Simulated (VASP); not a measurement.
Write the native input for VASP 6.6.1 that does the following.

```
Task                   : single point
Functional             : PBE
Potentials or basis    : VASP PAW PBE potentials, release 64 (W_sv)
Cutoff                 : 520 eV
k mesh                 : 22 × 22 × 22
Occupations            : gaussian, width 0.15 eV
Spin                   : no spin polarisation
Dipole correction      : no
Further INCAR settings : ALGO = Fast; EDIFF = 1e-06; NBANDS = 13
```

The structure of W lies in POSCAR:

```
W
1.0
   -1.9600314110      1.5742100514      1.5742100514
    1.5742100514     -1.9600314110      1.5742100514
    1.5742100514      1.5742100514     -1.9600314110
W
1
Direct
    0.0000000000      0.0000000000      0.0000000000
```

One way to write it, as run:

INCAR

```
SYSTEM = W
ALGO = Fast
EDIFF = 1E-6
ENCUT = 520
GGA = PE
ISIF = 2
ISMEAR = 0
LASPH = .TRUE.
LCHARG = .TRUE.
LELF = .TRUE.
LREAL = .FALSE.
LVHAR = .TRUE.
LWAVE = .FALSE.
NBANDS = 13
NELM = 60
PREC = Accurate
SIGMA = 0.15
```

KPOINTS

```
k-points
0
G
  22 22 22
  0 0 0
```

Potentials or basis: VASP PAW PBE potentials, release 64 (W_sv).

Launch:

```sh
$ cat potpaw_PBE.64/W_sv/POTCAR > POTCAR
$ mpirun -np 1 vasp_std > vasp.out
```

Results of the run:

```yaml
Pressure: 103.6 GPa
Band_gap_on_the_k_mesh: zero (bands 7 and 8 overlap by 5.51 eV)
```

Caveat: atoms lie so close that the PAW spheres overlap strongly, which falsifies energies and pressures; the cell stands under pressure; spin-orbit coupling is left out, which moves the levels of the heavy elements.

Run time: 4.8 min on 1 thread of Intel Xeon 8259CL, with other jobs on the host, peak memory 0.31 GiB.
